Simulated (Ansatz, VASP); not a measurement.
## CdS: VASP beside Ansatz

File INCAR:

```
SYSTEM = CdS
ALGO = Normal
EDIFF = 1E-8
ENCUT = 520
GGA = PS
ISIF = 2
ISMEAR = -1
LASPH = .True.
LCHARG = .False.
LEFG = .True.
LREAL = .False.
LWAVE = .False.
NBANDS = 16
NELM = 80
PREC = Accurate
SIGMA = 0.02
```

The input KPOINTS:

```
k-points
0
Gamma
  7 7 7
  0 0 0
```

Contents of POSCAR:

```
CdS
1.0
    0.0000000000      2.9624437910      2.9624437910
    2.9624437910      0.0000000000      2.9624437910
    2.9624437910      2.9624437910      0.0000000000
Cd S
1 1
Direct
    0.0000000000      0.0000000000      0.0000000000
    0.7500000000      0.7500000000      0.7500000000
```

Input for Ansatz:

```yaml
crystal:
  lattice:
    - [0.0, 2.962443791, 2.962443791]
    - [2.962443791, 0.0, 2.962443791]
    - [2.962443791, 2.962443791, 0.0]
  atoms:
    - { symbol: Cd, position: [0.0, 0.0, 0.0] }
    - { symbol: S, position: [0.75, 0.75, 0.75] }
kpoints:
  mp_grid: { grid: [7, 7, 7] }
scf:
  occupations: { method: fermi_dirac, width: 0.02 }
hamiltonian:
  xc: pbesol
  pseudopotentials: { kind: paw }
output:
  forces: true
  stress: true
  eigenvalues: true
  efg: { contact_densities: true }
```

Change from the starting cell: volume scaled by 1.02, PAW files.

Alike in both runs: task electric field gradients; functional PBEsol; k mesh 7 × 7 × 7; occupations fermi-dirac, width 0.02 eV; no spin polarisation.

|  | VASP | Ansatz |
| --- | --- | --- |
| version | VASP 6.6.1 | Ansatz 0.2.0 |
| potentials or method | VASP PAW PBE potentials, release 64 (Cd, S) | PAW with Ansatz's default frozen-core files, scalar-relativistic |
| plane-wave cutoff (eV) | 520 | 420 |
| valence electrons in the cell | 18 | 26 |

```tsv
	VASP	Ansatz	Ansatz less VASP
gap on the k mesh at the Fermi level (eV)	0.91	0.91	-0.003
pressure (GPa)	-2.5	-2.8	-0.32
```

VASP's potentials were made for PBE, not for PBEsol. With one functional, cell and mesh, what is left measures potentials, basis and numerics. VASP's potentials hold 18 valence electrons a cell and Ansatz's 26, so a difference there can come from the potentials and not from the codes.
